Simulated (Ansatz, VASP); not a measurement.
## Two plane-wave programs on LiH

The input INCAR:

```
SYSTEM = LiH
  ALGO = Normal
  EDIFF = 1E-6
  EDIFFG = -0.025
  ENCUT = 600
  GGA = PE
  IBRION = 2
  ISIF = 3
  ISMEAR = 0
  LASPH = .TRUE.
  LCHARG = .FALSE.
  LREAL = .FALSE.
  LWAVE = .FALSE.
  NELM = 100
  NSW = 80
  PREC = Accurate
  SIGMA = 0.1
```

The input KPOINTS:

```
k-points
0
G
  6 6 4
  0 0 0
```

POSCAR

```
LiH
1.0
    2.5174982674      0.0053190866      0.0116720531
    0.0053190866      2.5000956959     -0.0092500509
    0.0233441061     -0.0185001017      4.9123271416
Li H
2 2
Direct
    0.3977829048      0.5033734924      0.2261751486
    0.5430143893      0.4515150902      0.7755548536
    0.0868011637      0.9597850397      0.4970829396
   -0.0275984578      1.0853263777      0.0011870583
```

Input for Ansatz:

```yaml
crystal:
  lattice:
    - [2.5174982674, 0.0053190866, 0.0116720531]
    - [0.0053190866, 2.5000956959, -0.0092500509]
    - [0.0233441061, -0.0185001017, 4.9123271416]
  atoms:
    - { symbol: Li, position: [0.3977829048, 0.5033734924, 0.2261751486] }
    - { symbol: Li, position: [0.5430143893, 0.4515150902, 0.7755548536] }
    - { symbol: H, position: [0.0868011637, 0.9597850397, 0.4970829396] }
    - { symbol: H, position: [-0.0275984578, 1.0853263777, 0.0011870583] }
basis:
  ecutwfc: 420
kpoints:
  mp_grid: { grid: [6, 6, 4] }
hamiltonian:
  xc: pbe
scf:
  occupations: { method: gaussian, width: 0.1 }
  lower_state_search: "off"
output:
  forces: true
  stress: true
  eigenvalues: true
relax:
  adjacent_minimum: "off"
  f_tol: 0.025
  max_steps: 60
  cell: { stress_tol: 0.25 }
```

Change from the starting cell: cell x2, atoms moved at random (sigma 0.15 Å) and cell strained at random (1.5 %), then relaxed without symmetry.

Alike in both runs: task relaxation of cell and atoms; functional PBE; k mesh 6 × 6 × 4; occupations gaussian, width 0.1 eV; no spin polarisation.

|  | VASP | Ansatz |
| --- | --- | --- |
| version | VASP 6.6.1 | Ansatz 0.2.0 |
| potentials or method | VASP PAW PBE potentials, release 64 (Li_sv, H), cutoff 600 eV | scalar-relativistic, plane waves, PAW |
| valence electrons in the cell | 8 | 8 |

|  | VASP | Ansatz | Ansatz less VASP |
| --- | --- | --- | --- |
| gap on the k mesh at the Fermi level, each at its own relaxed structure (eV) | 4.11 | 4.35 | +0.235 |
| relaxed volume (Å³/atom) | 7.89 | 8.18 | +0.294 |
| relaxed cell length with the largest relative difference (Å) | 2.706 | 2.780 | +0.0740 |

Noted on VASP's run: the cutoff is short for stress, so the pressure is rough.
